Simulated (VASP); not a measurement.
Runs of VASP 6.6.1 on BaTiO3. The structure is that of space group Pm-3m (No. 221), or close to it. The cells are those of the table. 

```csv
task,level,spin,cell,k mesh,cutoff (eV),smearing,grid for exact exchange (PRECFOCK),share of exact exchange,screening parameter,gap on the mesh (eV),pressure (GPa),relaxed volume (Å³/atom)
single point,PBE,"non-collinear, zero start, SOC","a = 3.994 Å, 5 atoms",6 × 6 × 6,520,gaussian 0.01 eV,-,-,-,-,5.0,-
single point,HSE06,off,"a = 3.994 Å, 5 atoms",4 × 4 × 4,520,gaussian 0.01 eV,Fast,0.25,0.2079 1/Å,3.14,(b),-
relaxation of cell and atoms,PBE,off,"relaxed from a = 4.336 Å, 5 atoms",6 × 6 × 6,600,fermi-dirac 0.02 eV,-,-,-,1.70,0.0,13.10
single point,PBE,off,"a = 4.019 Å, 5 atoms",6 × 6 × 6,520,fermi-dirac 0.02 eV,-,-,-,1.72,(a),-
relaxation of cell and atoms,r2SCAN,off,"relaxed from a = 4.019 Å, 5 atoms",6 × 6 × 6,600,fermi-dirac 0.02 eV,-,-,-,2.13,0.0,12.87
single point,r2SCAN,off,"a = 3.994 Å, 5 atoms",6 × 6 × 6,520,fermi-dirac 0.02 eV,-,-,-,2.15,2.0,-
single point,r2SCAN,off,"a = 3.994 Å, 5 atoms",6 × 6 × 6,520,gaussian 0.01 eV,-,-,-,2.15,2.0,-
single point,PBE,off,"a = 3.994 Å, 5 atoms",6 × 6 × 6,520,fermi-dirac 0.02 eV,-,-,-,1.76,5.0,-
```

Alike in all rows: potentials or basis VASP PAW PBE potentials, release 64 (Ba_sv, Ti_sv, O).

Q: Fill in the values left out.

A: (a) 1.7; (b) -0.6.

Caveats: spin-orbit coupling is left out, which moves the levels of the heavy elements (at least some runs); the PAW data sets were made with another functional, which shifts forces and pressure a little (at least some runs); the cell stands under pressure (at least some runs); the volume moved by over 15 % at a fixed basis, so the end points are rough (at least some runs).

A k mesh can miss the band edges, and rows without SOC leave out spin-orbit coupling on Ba.
